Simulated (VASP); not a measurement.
The system is TiN.

```xyz
2
Lattice="0.0000 2.0946 2.0946 2.0946 0.0000 2.0946 2.0946 2.0946 0.0000" Properties=species:S:1:pos:R:3 pbc="T T T"
Ti    0.0000    0.0000    0.0000
N     2.0946    2.0946    2.0946
```

Program: VASP 6.6.1. Alike in all runs: task single point; level PBE; potentials or basis VASP PAW PBE potentials, release 64 (Ti_sv, N); cell as given; k mesh 20 × 20 × 20; cutoff (eV) 520; smearing gaussian 0.15 eV.

Q: Order these runs on this cell by their pressure, lowest first.
A. spin collinear; fixed moment (μB) 0.625
B. spin collinear; fixed moment (μB) 1.0
C. spin off

A: C (12.9 GPa), A (16.0 GPa), B (21.8 GPa).

Caveats: the cell stands under pressure; the total moment is fixed, so each spin has its own Fermi level (at least some runs).
